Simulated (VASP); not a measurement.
# Ag in VASP: single point with PBEsol

Aim: the single point of Ag with PBEsol.

Everything below comes from runs of VASP 6.6.1. Logs are shortened: lines on timing, memory, paths and dates and some standing lists are left out, and cuts for length are marked.

### 1 The cell of the first run

The cell holds a slab with vacuum, 5 atoms: a = 2.867 Å, b = 2.867 Å, c = 24.109 Å, α = 90.00°, β = 90.00°, γ = 90.00°.

### 2 Single point, PBEsol

Input file INCAR:

```
SYSTEM = Ag
PREC = Accurate
ENCUT = 520
EDIFF = 1E-6
ISMEAR = -1
SIGMA = 0.08
LREAL = .FALSE.
LASPH = .TRUE.
NELM = 80
ALGO = Normal
ISIF = 2
LWAVE = .FALSE.
LCHARG = .TRUE.
LDIPOL = .TRUE.
IDIPOL = 3
DIPOL = 0.5 0.5 0.500
GGA = PS
LELF = .TRUE.
LVHAR = .TRUE.
LVACPOTAV = .TRUE.
NBANDS = 36
```

Input file KPOINTS:

```
Automatic mesh
0
G
  13 13 1
  0 0 0
```

Input file POSCAR:

```
Ag
1.0
    2.8669078754      0.0000000000      0.0000000000
    0.0000000000      2.8669078754      0.0000000000
    0.0000000000      0.0000000000     24.1088000000
Ag
5
Direct
    0.0000000000      0.0000000000      0.3333030591
    0.5000000000      0.5000000000      0.4155395446
    0.0000000000      0.0000000000      0.5000000002
    0.5000000000      0.5000000000      0.5844604551
    0.0000000000      0.0000000000      0.6666969410
```

Potentials or basis: VASP PAW PBE potentials, release 64 (Ag).

Run with:

```console
$ cat potpaw_PBE.64/Ag/POTCAR > POTCAR
$ mpirun -np 1 vasp_std > vasp.out
```

OUTCAR:

```text
SYSTEM = Ag
   PREC = Accurate
   ENCUT = 520
   EDIFF = 1E-6
   ISMEAR = -1
   LREAL = .FALSE.
   LASPH = .TRUE.
   NELM = 80
   ISIF = 2
   GGA = PS

 ion  position               nearest neighbor table
   1  0.000  0.000  0.333-   2 2.84   2 2.84   2 2.84   2 2.84
   2  0.500  0.500  0.416-   1 2.84   1 2.84   1 2.84   1 2.84   3 2.87   3 2.87   3 2.87   3 2.87

   3  0.000  0.000  0.500-   4 2.87   4 2.87   4 2.87   4 2.87   2 2.87   2 2.87   2 2.87   2 2.87

   4  0.500  0.500  0.584-   5 2.84   5 2.84   5 2.84   5 2.84   3 2.87   3 2.87   3 2.87   3 2.87

   5  0.000  0.000  0.667-   4 2.84   4 2.84   4 2.84   4 2.84

  LATTYP: Found a simple tetragonal cell.
 ALAT       =     2.8669078754
 C/A-ratio  =     8.4093389281

  Lattice vectors:

 A1 = (   2.8669078754,   0.0000000000,   0.0000000000)
 A2 = (   0.0000000000,   2.8669078754,   0.0000000000)
 A3 = (   0.0000000000,   0.0000000000,  24.1088000000)

Analysis of symmetry for initial positions (statically):
=====================================================================
 Subroutine PRICEL returns:
 Original cell was already a primitive cell.

 Routine SETGRP: Setting up the symmetry group for a
 simple tetragonal supercell.

 Subroutine GETGRP returns: Found 16 space group operations
 (whereof 16 operations were pure point group operations)
 out of a pool of 16 trial point group operations.

The static configuration has the point symmetry D_4h.

Analysis of symmetry for dynamics (positions and initial velocities):
=====================================================================
 Subroutine PRICEL returns:
 Original cell was already a primitive cell.

 Routine SETGRP: Setting up the symmetry group for a
 simple tetragonal supercell.

 Subroutine GETGRP returns: Found 16 space group operations
 (whereof 16 operations were pure point group operations)
 out of a pool of 16 trial point group operations.

The dynamic configuration has the point symmetry D_4h.

 Subroutine INISYM returns: Found 16 space group operations
 (whereof 16 operations are pure point group operations),
 and found     1 'primitive' translations

----------------------------------------------------------------------------------------

                                     Primitive cell

  volume of cell :     198.1541

  direct lattice vectors                    reciprocal lattice vectors
     2.866907875  0.000000000  0.000000000     0.348807860  0.000000000  0.000000000
     0.000000000  2.866907875  0.000000000     0.000000000  0.348807860  0.000000000
     0.000000000  0.000000000 24.108800000     0.000000000  0.000000000  0.041478630

  length of vectors
[... 99 lines left out ...]
   NELECT =      55.0000    total number of electrons
   NUPDOWN=      -1.0000    fix difference up-down
   EMIN   =  10.00;   EMAX   =-10.00  energy-range for DOS
   EFERMI =   0.00;   METHOD = LEGACY
   ISMEAR =    -1;   SIGMA  =   0.08  broadening in eV -4-tet -1-fermi 0-gaus
   EFERMI_NEDOS =   21; number of points for ismear=-14 and -15
   IALGO  =     38    algorithm
   IMIX   =      4    mixing-type and parameters
     AMIX     =   0.40;   BMIX     =  1.00
     AMIX_MAG =   1.60;   BMIX_MAG =  1.00
  volume/ion in A,a.u.               =      39.63       267.44
  Fermi-wavevector in a.u.,A,eV,Ry     =   1.067894  2.018027 15.516043  1.140397
  Thomas-Fermi vector in A             =   2.203525
   LORBIT       =      0    0 simple, 1 ext, 2 COOP (PROOUT), +10 PAW based schemes
   GGA     = PS    functional components
   LHFCALC =     F    Hartree Fock is set to
   AEXX    =    0.0000 exact exchange contribution
   IVDW    =     0    specifies the selected vdW correction
   LEPSILON=     F    determine dielectric tensor
   LRPA    =     F    only Hartree local field effects (RPA)
 non-spin polarized calculation
  energy-cutoff  :      520.00
  volume of cell :      198.15
 maximum number of plane-waves:      5385
 NGX is ok and might be reduce to    24
   NGX = 11   NGY = 11   NGZ = 89

 dipolmoment           0.000000      0.000000     -0.000000 electrons x Angstroem

 number of electron      54.9999981 magnetization

 dipolmoment           0.000000      0.000000      0.000000 electrons x Angstroem

 Free energy of the ion-electron system (eV)
  ---------------------------------------------------
  ext. energy  EPLUGINS =         0.00000000
  ---------------------------------------------------
  free energy    TOTEN  =       -15.44091908 eV

  energy without entropy =      -15.41484993  energy(sigma->0) =      -15.42788450

 E-fermi :   1.1071     XC(G=0):  -5.9765

 val. band max:        1.0840418627   @ k =   0.3846   0.3077   0.0000
 cond. band min:       1.1922183940   @ k =   0.4615   0.0769   0.0000
 fundamental gap:      0.1081765314
 Fermi energy:         1.1070600395

 k-point     1 :       0.0000    0.0000    0.0000
  band No.  band energies     occupation
      1      -6.5726      2.00000
      2      -5.6786      2.00000
      3      -5.3530      2.00000
      4      -5.2301      2.00000
      5      -4.9206      2.00000
      6      -4.8909      2.00000
[... 925 lines left out ...]
     35       9.0285      0.00000
     36       9.1787      0.00000

 [... further k-points ...]

------------------------ aborting loop because EDIFF is reached ----------------------------------------

  FORCE on cell =-STRESS in cart. coord.  units (eV):
  Direction    XX          YY          ZZ          XY          YZ          ZX
  --------------------------------------------------------------------------------------
  -------------------------------------------------------------------------------------
  Total       -1.4042996     -1.4042996     -0.1142594      0.0000000     -0.0000000      0.0000000
  in kB      -11.3544809    -11.3544809     -0.9238458      0.0000000     -0.0000000      0.0000000
  external PRESSURE =      -7.8776025 kB  Pullay stress =       0.0000000 kB

 VOLUME and BASIS-vectors are now :
 -----------------------------------------------------------------------------
  energy-cutoff  :      520.00
  volume of cell :      198.15
      direct lattice vectors                 reciprocal lattice vectors
     2.866907875  0.000000000  0.000000000     0.348807860  0.000000000  0.000000000
     0.000000000  2.866907875  0.000000000     0.000000000  0.348807860  0.000000000
     0.000000000  0.000000000 24.108800000     0.000000000  0.000000000  0.041478630

 POSITION                                       TOTAL-FORCE (eV/Angst)
 -----------------------------------------------------------------------------------
      0.00000      0.00000      8.03554         0.000000      0.000000      0.007448
      1.43345      1.43345     10.01816        -0.000000     -0.000000      0.000959
      0.00000      0.00000     12.05440         0.000000      0.000000      0.000000
      1.43345      1.43345     14.09064         0.000000      0.000000     -0.000959
      0.00000      0.00000     16.07326         0.000000      0.000000     -0.007448
 -----------------------------------------------------------------------------------
    total drift:                                0.000000     -0.000000      0.000000

  FREE ENERGIE OF THE ION-ELECTRON SYSTEM (eV)
  ---------------------------------------------------
  free  energy   TOTEN  =       -15.4409190771 eV

  energy  without entropy=      -15.4148499293  energy(sigma->0) =      -15.42788450

 vacuum level on the upper side and lower side of the slab         5.448         5.448
```

OSZICAR:

```text
N       E                     dE             d eps       ncg     rms          rms(c)
DAV:   1     0.346868127520E+03    0.34687E+03   -0.25915E+04  2024   0.133E+03
DAV:   2    -0.722930618578E+01   -0.35410E+03   -0.34024E+03  2180   0.297E+02
DAV:   3    -0.169259240314E+02   -0.96966E+01   -0.95557E+01  2268   0.513E+01
[... 14 lines left out ...]
DAV:  18    -0.154409028911E+02   -0.74195E-05   -0.98337E-07  1480   0.325E-03    0.598E-04
DAV:  19    -0.154409114306E+02   -0.85395E-05   -0.20273E-07  1408   0.141E-03    0.311E-04
DAV:  20    -0.154409171988E+02   -0.57682E-05   -0.17752E-07  1408   0.836E-04    0.217E-04
DAV:  21    -0.154409185548E+02   -0.13560E-05   -0.28968E-08  1432   0.511E-04    0.765E-05
DAV:  22    -0.154409190771E+02   -0.52223E-06   -0.12020E-08  1356   0.213E-04
   1 F= -.15440919E+02 E0= -.15427885E+02  d E =-.260691E-01
```

Wall time 3.1 min (1 thread of AMD EPYC 9R45 (Zen 5), shared host); peak memory 0.35 GiB.

Results:

| Item | Value |
| --- | --- |
| Free energy | -15.4409 eV |
| Largest force | 0.007 eV/Å |
| Band gap on the k mesh | zero (an odd number of electrons rules out a gap without spin polarisation) |

Forces in eV/Å, atoms in the order of the input:
```
Ag   0.000  0.000  0.007
Ag   0.000  0.000  0.001
Ag   0.000  0.000  0.000
Ag   0.000  0.000 -0.001
Ag   0.000  0.000 -0.007
```

Caveat: the PAW data sets were made with another functional, which shifts forces and pressure a little.
